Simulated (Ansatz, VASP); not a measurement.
## One calculation of RbCl, two programs

```
Rb Cl
1.0
     0.00000    3.06766    3.06766
     3.06766    0.00000    3.06766
     3.06766    3.06766    0.00000
Rb Cl
1 1
Direct
  0.00000 0.00000 0.00000
  0.50000 0.50000 0.50000
```

Alike in both runs: task single point; functional PBE; k mesh 6 × 6 × 6; occupations gaussian, width 0.1 eV; no spin polarisation.

```csv
,VASP,Ansatz
version,VASP 6.6.1,Ansatz 0.2.0
potentials or method,"VASP PAW PBE potentials, release 64 (Rb_sv, Cl), cutoff 500 eV","scalar-relativistic, plane waves, PAW"
valence electrons in the cell,16,16
```

```tsv
	VASP	Ansatz	Ansatz less VASP
gap on the k mesh at the Fermi level (eV)	5.75	5.76	+0.007
least direct gap on the mesh (eV)	5.75	5.76	+0.007
pressure (GPa)	7.3	7.2	-0.05
```
